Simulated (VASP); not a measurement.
# W (I4/mmm) in VASP: further runs, part 3 of 3

VASP 6.6.1. Earlier steps stand in the parts before.

**4. Single point, r2SCAN (strain -0.030 along x and y, +0.030 along z)**

POSCAR

```
W
1.0
    0.0000000000      1.9691000000      2.0909000000
    1.9691000000      0.0000000000      2.0909000000
    1.9691000000      1.9691000000      0.0000000000
W
1
Direct
    0.0000000000      0.0000000000      0.0000000000
```

INCAR.step1

```
SYSTEM = W
PREC     = Accurate       ! precision mode
ENCUT    = 520            ! plane-wave cutoff, eV
ISMEAR   = 0              ! smearing method
SIGMA    = 0.15           ! smearing width, eV
LREAL    = .False.        ! projectors in reciprocal space
LASPH    = .True.         ! aspherical terms in the spheres
NELM     = 60             ! most SCF steps
NBANDS   = 13             ! bands
GGA      = PE             ! functional
ALGO     = Normal         ! electronic algorithm
EDIFF    = 1E-4           ! SCF threshold, eV
LWAVE    = .True.         ! write WAVECAR
LCHARG   = .False.        ! write CHGCAR
```

INCAR.step2

```
SYSTEM = W
PREC     = Accurate       ! precision mode
ENCUT    = 520            ! plane-wave cutoff, eV
EDIFF    = 1E-6           ! SCF threshold, eV
ISMEAR   = 0              ! smearing method
SIGMA    = 0.15           ! smearing width, eV
LREAL    = .False.        ! projectors in reciprocal space
LASPH    = .True.         ! aspherical terms in the spheres
NELM     = 60             ! most SCF steps
ALGO     = Normal         ! electronic algorithm
ISIF     = 2              ! what is computed and relaxed
LWAVE    = .False.        ! write WAVECAR
LCHARG   = .True.         ! write CHGCAR
METAGGA  = R2SCAN         ! meta-GGA
LMIXTAU  = .True.       
LELF     = .True.         ! ELF
LVHAR    = .True.       
NBANDS   = 13             ! bands
ISTART   = 1
```

KPOINTS

```
regular mesh
0
Gamma
  20 20 20
  0 0 0
```

Potentials or basis: VASP PAW PBE potentials, release 64 (W_sv).

The run is started by

```console
$ cat potpaw_PBE.64/W_sv/POTCAR > POTCAR
$ cp INCAR.step1 INCAR
$ mpirun -np 1 vasp_std > vasp.out
$ cp INCAR.step2 INCAR
$ mpirun -np 1 vasp_std > vasp.out
```

OUTCAR:

```text
SYSTEM = W
   PREC = Accurate
   ENCUT = 520
   EDIFF = 1E-6
   ISMEAR = 0
   LREAL = .False.
   LASPH = .True.
   NELM = 60
   ISIF = 2
   METAGGA = R2SCAN
   ISTART = 1

 ion  position               nearest neighbor table
   1  0.000  0.000  0.000-

  LATTYP: Found a body centered tetragonal cell.
 ALAT       =     2.7847279257
 C/A-ratio  =     1.5016906899

  Lattice vectors:

 A1 = (  -1.9691000000,   0.0000000000,   2.0909000000)
 A2 = (   1.9691000000,   0.0000000000,   2.0909000000)
 A3 = (   0.0000000000,   1.9691000000,  -2.0909000000)

Analysis of symmetry for initial positions (statically):
=====================================================================
 Subroutine PRICEL returns:
 Original cell was already a primitive cell.

 Routine SETGRP: Setting up the symmetry group for a
 body centered tetragonal supercell.

 Subroutine GETGRP returns: Found 16 space group operations
 (whereof 16 operations were pure point group operations)
 out of a pool of 16 trial point group operations.

The static configuration has the point symmetry D_4h.

Analysis of symmetry for dynamics (positions and initial velocities):
=====================================================================
 Subroutine PRICEL returns:
 Original cell was already a primitive cell.

 Routine SETGRP: Setting up the symmetry group for a
 body centered tetragonal supercell.

 Subroutine GETGRP returns: Found 16 space group operations
 (whereof 16 operations were pure point group operations)
 out of a pool of 16 trial point group operations.

The dynamic configuration has the point symmetry D_4h.

 Subroutine INISYM returns: Found 16 space group operations
 (whereof 16 operations are pure point group operations),
 and found     1 'primitive' translations

[... 108 lines left out ...]
   EFERMI_NEDOS =   21; number of points for ismear=-14 and -15
   IALGO  =     38    algorithm
   IMIX   =      4    mixing-type and parameters
     AMIX     =   0.40;   BMIX     =  1.00
     AMIX_MAG =   1.60;   BMIX_MAG =  1.00
  volume/ion in A,a.u.               =      16.21       109.42
  Fermi-wavevector in a.u.,A,eV,Ry     =   1.558899  2.945891 33.064406  2.430165
  Thomas-Fermi vector in A             =   2.662336
   LORBIT       =      0    0 simple, 1 ext, 2 COOP (PROOUT), +10 PAW based schemes
   METAGGA = R2SCAN    functional components
   LHFCALC =     F    Hartree Fock is set to
   AEXX    =    0.0000 exact exchange contribution
   IVDW    =     0    specifies the selected vdW correction
   LEPSILON=     F    determine dielectric tensor
   LRPA    =     F    only Hartree local field effects (RPA)
 non-spin polarized calculation
 Gauss-broadening in eV      SIGMA  =   0.15
  energy-cutoff  :      520.00
  volume of cell :       16.21
 maximum number of plane-waves:       452
 NGX is ok and might be reduce to    24
   NGX = 11   NGY = 11   NGZ = 11

 number of electron      14.0000000 magnetization

 Free energy of the ion-electron system (eV)
  ---------------------------------------------------
  ext. energy  EPLUGINS =         0.00000000
  ---------------------------------------------------
  free energy    TOTEN  =       -50.84158814 eV

  energy without entropy =      -50.82934899  energy(sigma->0) =      -50.83546856

 E-fermi :  10.6231     XC(G=0): -14.8054

 val. band max:       10.6220110555   @ k =   0.1000   0.1000   0.0000
 cond. band min:      10.6261704490   @ k =  -0.4000   0.0500   0.2000
 fundamental gap:      0.0041593935
 Fermi energy:        10.6230889697

 k-point     1 :       0.0000    0.0000    0.0000
  band No.  band energies     occupation
      1     -65.0952      2.00000
      2     -28.0537      2.00000
      3     -27.9888      2.00000
      4     -27.9888      2.00000
      5       0.9635      2.00000
      6       9.2870      2.00000
      7      10.2540      1.99950
      8      10.2540      1.99950
      9      12.6160      0.00000
     10      13.9983      0.00000
     11      23.9429      0.00000
     12      28.2472      0.00000
     13      30.3683      0.00000
[... 354 lines left out ...]
  band No.  band energies     occupation
      1     -64.9859      2.00000
      2     -29.0956      2.00000
      3     -28.2482      2.00000
      4     -28.0777      2.00000
      5       4.4897      2.00000
      6       9.3822      2.00000
      7       9.5686      2.00000
      8      10.5741      1.35611
      9      14.3817      0.00000
     10      15.3987      0.00000
     11      22.5951      0.00000
     12      25.8974      0.00000
     13      31.4920      0.00000

 [... further k-points ...]
[... 5 lines left out ...]
  --------------------------------------------------------------------------------------
  -------------------------------------------------------------------------------------
  Total       -0.4194231     -0.4194231      1.1582680      0.0000000      0.0000000      0.0000000
  in kB      -41.4442370    -41.4442370    114.4513270      0.0000000      0.0000000      0.0000000
  external PRESSURE =      10.5209510 kB  Pullay stress =       0.0000000 kB

 VOLUME and BASIS-vectors are now :
 -----------------------------------------------------------------------------
  energy-cutoff  :      520.00
  volume of cell :       16.21
      direct lattice vectors                 reciprocal lattice vectors
     0.000000000  1.969100000  2.090900000    -0.253923112  0.253923112  0.239131474
     1.969100000  0.000000000  2.090900000     0.253923112 -0.253923112  0.239131474
     1.969100000  1.969100000  0.000000000     0.253923112  0.253923112 -0.239131474

 POSITION                                       TOTAL-FORCE (eV/Angst)
 -----------------------------------------------------------------------------------
      0.00000      0.00000      0.00000         0.000000      0.000000      0.000000
 -----------------------------------------------------------------------------------
    total drift:                                0.000000      0.000000     -0.000000

  FREE ENERGIE OF THE ION-ELECTRON SYSTEM (eV)
  ---------------------------------------------------
  free  energy   TOTEN  =       -50.8415881368 eV

  energy  without entropy=      -50.8293489880  energy(sigma->0) =      -50.83546856
```

It took 2.5 min on 1 thread of Intel Xeon 6975P-C (Granite Rapids), shared host; peak memory 0.25 GiB.

Results:

| Item | Value |
| --- | --- |
| Free energy | -50.8416 eV |
| Pressure | 1.1 GPa |
| Band gap on the k mesh | zero (bands 7 and 8 overlap by 3.84 eV) |

Stress tensor (GPa, compression positive):
```
-4.14  0.00  0.00
 0.00 -4.14  0.00
 0.00  0.00 11.45
```

Levels at points of the mesh, in eV from the Fermi level:
```tsv
k point	band 5	band 6	band 7	band 8	band 9	band 10
(0.00, 0.00, 0.00)	-9.66	-1.34	-0.37	-0.37	1.99	3.38
(0.50, 0.00, 0.00)	-6.08	-1.38	-0.36	0.39	5.01	5.43
(0.50, 0.50, 0.00)	-5.99	-4.93	2.14	5.41	5.90	5.90
(0.50, 0.00, 0.50)	-5.89	-4.98	3.40	5.13	5.44	6.40
```

Caveat: the cell differs from its parent crystal (strain -0.030 along x and y, +0.030 along z); the stress differs along the axes, from -4 to 11 GPa; the PAW data sets were made with another functional, which shifts forces and pressure a little; spin-orbit coupling is left out, which moves the levels of the heavy elements.

**5. Single point, r2SCAN (strain +0.000 along x and y, -0.030 along z)**

POSCAR

```
W
1.0
    0.0000000000      2.0300000000      1.9691000000
    2.0300000000      0.0000000000      1.9691000000
    2.0300000000      2.0300000000      0.0000000000
W
1
Direct
    0.0000000000      0.0000000000      0.0000000000
```

INCAR.step1

```
SYSTEM = W
PREC = Accurate
ENCUT = 520
ISMEAR = 0
SIGMA = 0.15
LREAL = .False.
LASPH = .True.
NELM = 100
NBANDS = 13
GGA = PE
ALGO = Normal
EDIFF = 1E-4
LWAVE = .True.
LCHARG = .False.
```

INCAR.step2

```
SYSTEM = W
PREC = Accurate
ENCUT = 520
EDIFF = 1E-6
ISMEAR = 0
SIGMA = 0.15
LREAL = .False.
LASPH = .True.
NELM = 100
ALGO = Normal
ISIF = 2
LWAVE = .False.
LCHARG = .False.
METAGGA = R2SCAN
LMIXTAU = .True.
NBANDS = 13
ISTART = 1
```

KPOINTS is that of step 4.

Potentials or basis: VASP PAW PBE potentials, release 64 (W_sv).

The run is started by

```console
$ cat potpaw_PBE.64/W_sv/POTCAR > POTCAR
$ cp INCAR.step1 INCAR
$ mpirun -np 1 vasp_std > vasp.out
$ cp INCAR.step2 INCAR
$ mpirun -np 1 vasp_std > vasp.out
```

OUTCAR:

```text
SYSTEM = W
   PREC = Accurate
   ENCUT = 520
   EDIFF = 1E-6
   ISMEAR = 0
   LREAL = .False.
   LASPH = .True.
   NELM = 100
   ISIF = 2
   METAGGA = R2SCAN
   ISTART = 1

 ion  position               nearest neighbor table
   1  0.000  0.000  0.000-

  LATTYP: Found a body centered tetragonal cell.
 ALAT       =     2.8708535316
 C/A-ratio  =     1.3717871555

  Lattice vectors:

[... 555 lines left out ...]
      2     -29.0823      2.00000
      3     -28.1875      2.00000
      4     -28.1699      2.00000
      5       4.4598      2.00000
      6       9.4600      2.00000
      7       9.8022      2.00000
      8      10.1639      1.99945
      9      14.3970      0.00000
     10      15.2468      0.00000
     11      22.7107      0.00000
     12      25.8176      0.00000
     13      31.8314      0.00000

 [... further k-points ...]
[... 5 lines left out ...]
  --------------------------------------------------------------------------------------
  -------------------------------------------------------------------------------------
  Total        0.5425155      0.5425155     -0.8371778      0.0000000      0.0000000      0.0000000
  in kB       53.5590557     53.5590557    -82.6491588      0.0000000      0.0000000      0.0000000
  external PRESSURE =       8.1563176 kB  Pullay stress =       0.0000000 kB

 VOLUME and BASIS-vectors are now :
 -----------------------------------------------------------------------------
  energy-cutoff  :      520.00
  volume of cell :       16.23
      direct lattice vectors                 reciprocal lattice vectors
     0.000000000  2.030000000  1.969100000    -0.246305419  0.246305419  0.253923112
     2.030000000  0.000000000  1.969100000     0.246305419 -0.246305419  0.253923112
     2.030000000  2.030000000  0.000000000     0.246305419  0.246305419 -0.253923112

 POSITION                                       TOTAL-FORCE (eV/Angst)
 -----------------------------------------------------------------------------------
      0.00000      0.00000      0.00000         0.000000      0.000000      0.000000
 -----------------------------------------------------------------------------------
    total drift:                               -0.000000      0.000000     -0.000000

  FREE ENERGIE OF THE ION-ELECTRON SYSTEM (eV)
  ---------------------------------------------------
  free  energy   TOTEN  =       -50.8163278072 eV

  energy  without entropy=      -50.8038907536  energy(sigma->0) =      -50.81010928
```

OSZICAR.step1:

```text
N       E                     dE             d eps       ncg     rms          rms(c)
DAV:   1     0.851554247116E+02    0.85155E+02   -0.74734E+03 16731   0.122E+03
DAV:   2    -0.113975192854E+02   -0.96553E+02   -0.93007E+02 18561   0.317E+02
DAV:   3    -0.130886637163E+02   -0.16911E+01   -0.16835E+01 18546   0.403E+01
DAV:   4    -0.130960300667E+02   -0.73664E-02   -0.73660E-02 18661   0.294E+00
DAV:   5    -0.130960953433E+02   -0.65277E-04   -0.65275E-04 18711   0.260E-01    0.194E+01
DAV:   6    -0.126115395174E+02    0.48456E+00   -0.41377E-01 17831   0.853E+00    0.766E+00
DAV:   7    -0.124889563395E+02    0.12258E+00   -0.20545E-01 18741   0.566E+00    0.542E-01
DAV:   8    -0.124848089029E+02    0.41474E-02   -0.40242E-03 16901   0.821E-01    0.674E-02
DAV:   9    -0.124847744793E+02    0.34424E-04   -0.83219E-05 13308   0.111E-01
   1 F= -.12484774E+02 E0= -.12477908E+02  d E =-.137333E-01
```

It took 2.3 min on 1 thread of Intel Xeon 6975P-C (Granite Rapids), shared host; peak memory 0.25 GiB.

Results:

| Quantity | Value |
| --- | --- |
| Free energy | -50.8163 eV |
| Pressure | 0.8 GPa |
| Band gap on the k mesh | zero (bands 7 and 8 overlap by 4.01 eV) |

Caveat: the cell differs from its parent crystal (strain +0.000 along x and y, -0.030 along z); the stress differs along the axes, from -8 to 5 GPa; the PAW data sets were made with another functional, which shifts forces and pressure a little; spin-orbit coupling is left out, which moves the levels of the heavy elements.

**6. The runs side by side**

```csv
cell,gap on the mesh (eV),pressure (GPa)
"a = 2.806, b = 2.806, c = 2.828 Å, angles 59.7, 59.7, 60.5°, 1 atom",none,10.5
"a = 2.850, b = 2.850, c = 2.785 Å, angles 60.8, 60.8, 58.5°, 1 atom",none,5.7
"a = 2.872, b = 2.872, c = 2.785 Å, angles 61.0, 61.0, 58.0°, 1 atom",none,1.1
"a = 2.828, b = 2.828, c = 2.871 Å, angles 59.5, 59.5, 61.0°, 1 atom",none,0.8
```

Alike in all rows: task single point; level r2SCAN; potentials or basis VASP PAW PBE potentials, release 64 (W_sv); no spin polarisation; k mesh 20 × 20 × 20; cutoff (eV) 520; smearing gaussian 0.15 eV.

Caveats: the PAW data sets were made with another functional, which shifts forces and pressure a little; spin-orbit coupling is left out, which moves the levels of the heavy elements; the stress differs along the axes, from 5 to 13 GPa (at least some runs); the stress differs along the axes, from 1 to 15 GPa (at least some runs); the stress differs along the axes, from -4 to 11 GPa (at least some runs); the stress differs along the axes, from -8 to 5 GPa (at least some runs).

Absolute energies hang on the potentials; compare differences alone.
